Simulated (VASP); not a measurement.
# CdSe (F-43m) in VASP: further runs, part 2 of 2

VASP 6.6.1. The steps go on from the part before.

### Step 5. Single point, BHLYP

This run uses another cell than the first one, of 28.36 Å³/atom.

Input file POSCAR:

```
CdSe
1.0
    0.0000000000      3.0496647307      3.0496647307
    3.0496647307      0.0000000000      3.0496647307
    3.0496647307      3.0496647307      0.0000000000
Cd Se
1 1
Direct
    0.0000000000      0.0000000000      0.0000000000
    0.2500000000      0.2500000000      0.2500000000
```

Input file INCAR.step1:

```
SYSTEM = CdSe
  ALGO = Normal
  EDIFF = 1E-5
  ENCUT = 520
  GGA = PE
  ISIF = 2
  ISMEAR = -1
  LASPH = .True.
  LREAL = .False.
  LWAVE = .True.
  NBANDS = 16
  NELM = 100
  PREC = Accurate
  SIGMA = 0.05
```

Input file INCAR.step2:

```
SYSTEM = CdSe
  AEXX = 0.5
  AGGAC = 1.0
  AGGAX = 0.5
  ALDAC = 0.0
  ALDAX = 0.5
  ALGO = Normal
  EDIFF = 1E-7
  ENCUT = 520
  GGA = B5
  ISIF = 2
  ISMEAR = -1
  ISTART = 1
  LASPH = .True.
  LCHARG = .True.
  LELF = .True.
  LHFCALC = .True.
  LREAL = .False.
  LVHAR = .True.
  LWAVE = .False.
  NBANDS = 16
  NELM = 100
  PREC = Accurate
  PRECFOCK = Normal
  SIGMA = 0.05
```

Input file KPOINTS:

```
k-points
0
Gamma
  4 4 4
  0 0 0
```

Potentials or basis: VASP PAW PBE potentials, release 64 (Cd, Se).

Run with:

```sh
> cat potpaw_PBE.64/Cd/POTCAR potpaw_PBE.64/Se/POTCAR > POTCAR
> cp INCAR.step1 INCAR
> mpirun -np 1 vasp_std > vasp.out
> cp INCAR.step2 INCAR
> mpirun -np 1 vasp_std > vasp.out
```

OUTCAR:

```text
SYSTEM = CdSe
   AEXX = 0.5
   EDIFF = 1E-7
   ENCUT = 520
   GGA = B5
   ISIF = 2
   ISMEAR = -1
   ISTART = 1
   LASPH = .True.
   LHFCALC = .True.
   LREAL = .False.
   NELM = 100
   PREC = Accurate
   PRECFOCK = Normal

 ion  position               nearest neighbor table
   1  0.000  0.000  0.000-   2 2.64   2 2.64   2 2.64   2 2.64
   2  0.250  0.250  0.250-   1 2.64   1 2.64   1 2.64   1 2.64

  LATTYP: Found a face centered cubic cell.
 ALAT       =     6.0993294614

  Lattice vectors:

 A1 = (   0.0000000000,   3.0496647307,   3.0496647307)
 A2 = (   3.0496647307,   0.0000000000,   3.0496647307)
 A3 = (   3.0496647307,   3.0496647307,   0.0000000000)

Analysis of symmetry for initial positions (statically):
=====================================================================
 Subroutine PRICEL returns:
 Original cell was already a primitive cell.

 Routine SETGRP: Setting up the symmetry group for a
 face centered cubic supercell.

[... 152 lines left out ...]
  free energy    TOTEN  =        -8.52661233 eV

  energy without entropy =       -8.52661233  energy(sigma->0) =       -8.52661233

 E-fermi :   0.3731     XC(G=0):  -4.6682

 val. band max:       -0.7303046535   @ k =   0.0000   0.0000   0.0000
 cond. band min:       3.2206455224   @ k =   0.0000   0.0000   0.0000
 fundamental gap:      3.9509501759
 Fermi energy:         0.3731358878

 k-point     1 :       0.0000    0.0000    0.0000
  band No.  band energies     occupation
      1     -15.5746      2.00000
      2     -11.1547      2.00000
      3     -11.1547      2.00000
      4     -11.1547      2.00000
      5     -10.7857      2.00000
      6     -10.7857      2.00000
[... 129 lines left out ...]
      3     -10.9640      2.00000
      4     -10.8259      2.00000
      5     -10.7808      2.00000
      6     -10.1976      2.00000
[... 8 lines left out ...]
     15      15.8915      0.00000
     16      16.6139      0.00000

------------------------ aborting loop because EDIFF is reached ----------------------------------------

  FORCE on cell =-STRESS in cart. coord.  units (eV):
  Direction    XX          YY          ZZ          XY          YZ          ZX
  --------------------------------------------------------------------------------------
  -------------------------------------------------------------------------------------
  Total        0.9318014      0.9318014      0.9318014      0.0000000      0.0000000      0.0000000
  in kB       26.3176836     26.3176836     26.3176836      0.0000000      0.0000000      0.0000000
  external PRESSURE =      26.3176836 kB  Pullay stress =       0.0000000 kB

 VOLUME and BASIS-vectors are now :
 -----------------------------------------------------------------------------
  energy-cutoff  :      520.00
  volume of cell :       56.73
      direct lattice vectors                 reciprocal lattice vectors
     0.000000000  3.049664731  3.049664731    -0.163952449  0.163952449  0.163952449
     3.049664731  0.000000000  3.049664731     0.163952449 -0.163952449  0.163952449
     3.049664731  3.049664731  0.000000000     0.163952449  0.163952449 -0.163952449

 POSITION                                       TOTAL-FORCE (eV/Angst)
 -----------------------------------------------------------------------------------
      0.00000      0.00000      0.00000         0.000000      0.000000      0.000000
      1.52483      1.52483      1.52483        -0.000000     -0.000000     -0.000000
 -----------------------------------------------------------------------------------
    total drift:                                0.000003      0.000008      0.000003

  FREE ENERGIE OF THE ION-ELECTRON SYSTEM (eV)
  ---------------------------------------------------
  free  energy   TOTEN  =        -8.5266123275 eV

  energy  without entropy=       -8.5266123274  energy(sigma->0) =       -8.52661233
```

OUTCAR.step1:

```text
SYSTEM = CdSe
   EDIFF = 1E-5
   ENCUT = 520
   GGA = PE
   ISIF = 2
   ISMEAR = -1
   LASPH = .True.
[... 353 lines left out ...]
      0.00000      0.00000      0.00000         0.000000     -0.000000      0.000000
      1.52483      1.52483      1.52483        -0.000000      0.000000     -0.000000
 -----------------------------------------------------------------------------------
    total drift:                               -0.000000     -0.000000     -0.000000

  FREE ENERGIE OF THE ION-ELECTRON SYSTEM (eV)
  ---------------------------------------------------
  free  energy   TOTEN  =        -5.4267867553 eV

  energy  without entropy=       -5.4266723791  energy(sigma->0) =       -5.42672957
```

It took 19 min on 1 thread of AMD EPYC 7R13 (Zen 3), shared host; peak memory 0.17 GiB.

Results:

```yaml
Free_energy: -8.5266 eV
Pressure: 2.6 GPa
Band_gap_on_the_k_mesh: 3.95 eV
```

Levels at points of the mesh, in eV from the valence-band top:
```
           k point  band 7  band 8  band 9  band 10  band 11  band 12
(0.00, 0.00, 0.00)    0.00    0.00    0.00     3.95     9.58     9.58
(0.50, 0.00, 0.00)   -4.94   -0.84   -0.84     5.87    10.06    10.06
(0.50, 0.50, 0.00)   -4.61   -2.08   -2.08     6.35     7.26    13.08
```

Caveat: the k points lie up to 0.45 Å⁻¹ apart; the PAW data sets were made with another functional, which shifts forces and pressure a little.

### Step 6. Single point, BHLYP

Input file POSCAR:

```
CdSe
1.0
    0.0000000000      3.0702711986      3.0702711986
    3.0702711986      0.0000000000      3.0702711986
    3.0702711986      3.0702711986      0.0000000000
Cd Se
1 1
Direct
    0.0000000000      0.0000000000      0.0000000000
    0.2500000000      0.2500000000      0.2500000000
```

Input file INCAR.step1:

```
  PREC = Accurate
  ENCUT = 520
  EDIFF = 1E-5
  ISMEAR = -1
  SIGMA = 0.05
  LREAL = F
  LASPH = T
  NELM = 100
  ALGO = Normal
  ISIF = 2
  LWAVE = T
  GGA = PE
  NBANDS = 16
```

Input file INCAR.step2:

```
  PREC = Accurate
  ENCUT = 520
  EDIFF = 1E-7
  ISMEAR = -1
  SIGMA = 0.05
  LREAL = F
  LASPH = T
  NELM = 100
  ALGO = Normal
  ISIF = 2
  LWAVE = F
  LCHARG = T
  GGA = B5
  LHFCALC = T
  AEXX = 0.5
  ALDAX = 0.5
  AGGAX = 0.5
  AGGAC = 1.0
  ALDAC = 0.0
  PRECFOCK = Normal
  LELF = T
  LVHAR = T
  ISTART = 1
  NBANDS = 16
```

Input file KPOINTS:

```
Automatic mesh
0
Gamma
  4 4 4
```

Potentials or basis: VASP PAW PBE potentials, release 64 (Cd, Se).

Run with:

```sh
> cat potpaw_PBE.64/Cd/POTCAR potpaw_PBE.64/Se/POTCAR > POTCAR
> cp INCAR.step1 INCAR
> mpirun -np 1 vasp_std > vasp.out
> cp INCAR.step2 INCAR
> mpirun -np 1 vasp_std > vasp.out
```

OUTCAR:

```text
PREC = Accurate
   ENCUT = 520
   EDIFF = 1E-7
   ISMEAR = -1
   LREAL = F
   LASPH = T
   NELM = 100
   ISIF = 2
   GGA = B5
   LHFCALC = T
   AEXX = 0.5
   PRECFOCK = Normal
   ISTART = 1

 ion  position               nearest neighbor table
   1  0.000  0.000  0.000-   2 2.66   2 2.66   2 2.66   2 2.66
   2  0.250  0.250  0.250-   1 2.66   1 2.66   1 2.66   1 2.66

  LATTYP: Found a face centered cubic cell.
 ALAT       =     6.1405423972

  Lattice vectors:

 A1 = (   0.0000000000,   3.0702711986,   3.0702711986)
 A2 = (   3.0702711986,   0.0000000000,   3.0702711986)
 A3 = (   3.0702711986,   3.0702711986,   0.0000000000)

Analysis of symmetry for initial positions (statically):
=====================================================================
 Subroutine PRICEL returns:
 Original cell was already a primitive cell.

 Routine SETGRP: Setting up the symmetry group for a
 face centered cubic supercell.

 Subroutine GETGRP returns: Found 24 space group operations
 (whereof 24 operations were pure point group operations)
 out of a pool of 48 trial point group operations.

The static configuration has the point symmetry T_d .

[... 147 lines left out ...]

  energy without entropy =       -8.54129912  energy(sigma->0) =       -8.54129912

 E-fermi :   0.2334     XC(G=0):  -4.6233

 val. band max:       -0.8824746163   @ k =   0.0000   0.0000   0.0000
 cond. band min:       3.0015283792   @ k =   0.0000   0.0000   0.0000
 fundamental gap:      3.8840029955
 Fermi energy:         0.2333938154

 k-point     1 :       0.0000    0.0000    0.0000
  band No.  band energies     occupation
      1     -15.6061      2.00000
      2     -11.2603      2.00000
      3     -11.2603      2.00000
      4     -11.2603      2.00000
      5     -10.9123      2.00000
      6     -10.9123      2.00000
[... 129 lines left out ...]
      3     -11.0797      2.00000
      4     -10.9502      2.00000
      5     -10.9072      2.00000
      6     -10.3539      2.00000
[... 8 lines left out ...]
     15      15.6278      0.00000
     16      16.3370      0.00000

------------------------ aborting loop because EDIFF is reached ----------------------------------------

  FORCE on cell =-STRESS in cart. coord.  units (eV):
  Direction    XX          YY          ZZ          XY          YZ          ZX
  --------------------------------------------------------------------------------------
  -------------------------------------------------------------------------------------
  Total        0.5106893      0.5106893      0.5106893     -0.0000000      0.0000000     -0.0000000
  in kB       14.1353675     14.1353675     14.1353675     -0.0000000      0.0000000     -0.0000000
  external PRESSURE =      14.1353675 kB  Pullay stress =       0.0000000 kB

 VOLUME and BASIS-vectors are now :
 -----------------------------------------------------------------------------
  energy-cutoff  :      520.00
  volume of cell :       57.88
      direct lattice vectors                 reciprocal lattice vectors
     0.000000000  3.070271199  3.070271199    -0.162852063  0.162852063  0.162852063
     3.070271199  0.000000000  3.070271199     0.162852063 -0.162852063  0.162852063
     3.070271199  3.070271199  0.000000000     0.162852063  0.162852063 -0.162852063

 POSITION                                       TOTAL-FORCE (eV/Angst)
 -----------------------------------------------------------------------------------
      0.00000      0.00000      0.00000        -0.000000     -0.000000     -0.000000
      1.53514      1.53514      1.53514         0.000000      0.000000      0.000000
 -----------------------------------------------------------------------------------
    total drift:                                0.000004      0.000007      0.000003

  FREE ENERGIE OF THE ION-ELECTRON SYSTEM (eV)
  ---------------------------------------------------
  free  energy   TOTEN  =        -8.5412991159 eV

  energy  without entropy=       -8.5412991159  energy(sigma->0) =       -8.54129912
```

OUTCAR.step1:

```text
PREC = Accurate
   ENCUT = 520
   EDIFF = 1E-5
   ISMEAR = -1
   LREAL = F
[... 354 lines left out ...]
      0.00000      0.00000      0.00000         0.000000      0.000000      0.000000
      1.53514      1.53514      1.53514        -0.000000     -0.000000     -0.000000
 -----------------------------------------------------------------------------------
    total drift:                               -0.000001     -0.000001     -0.000000

  FREE ENERGIE OF THE ION-ELECTRON SYSTEM (eV)
  ---------------------------------------------------
  free  energy   TOTEN  =        -5.4434285921 eV

  energy  without entropy=       -5.4432648376  energy(sigma->0) =       -5.44334671
```

It took 21 min on 1 thread of AMD EPYC 7R13 (Zen 3), shared host; peak memory 0.17 GiB.

Results:

* Free energy: -8.5413 eV
* Pressure: 1.4 GPa
* Band gap on the k mesh: 3.88 eV

Caveat: the k points lie up to 0.44 Å⁻¹ apart; the PAW data sets were made with another functional, which shifts forces and pressure a little.

### Step 7. Overview

| task | level | cell | k mesh | cutoff (eV) | grid for exact exchange (PRECFOCK) | share of exact exchange | gap on the mesh (eV) | pressure (GPa) |
| --- | --- | --- | --- | --- | --- | --- | --- | --- |
| relaxation of cell and atoms | revPBE+D4 | relaxed from a = 4.342 Å, angles 60.0°, 2 atoms | 8 × 8 × 8 | 600 | - | - | 0.70 | 0.0 |
| single point | BHLYP | a = 4.253 Å, angles 60.0°, 2 atoms | 4 × 4 × 4 | 520 | Normal | 0.5 | 4.09 | 5.5 |
| single point | BHLYP | a = 4.283 Å, angles 60.0°, 2 atoms | 4 × 4 × 4 | 520 | Normal | 0.5 | 4.02 | 4.0 |
| single point | BHLYP | a = 4.313 Å, angles 60.0°, 2 atoms | 4 × 4 × 4 | 520 | Normal | 0.5 | 3.95 | 2.6 |
| single point | BHLYP | a = 4.342 Å, angles 60.0°, 2 atoms | 4 × 4 × 4 | 520 | Normal | 0.5 | 3.88 | 1.4 |

Alike in all rows: potentials or basis VASP PAW PBE potentials, release 64 (Cd, Se); no spin polarisation; smearing fermi-dirac 0.05 eV.

Caveats: some runs use coarse meshes; the PAW data sets were made with another functional, which shifts forces and pressure a little.

Absolute energies hang on the potentials; compare differences alone.
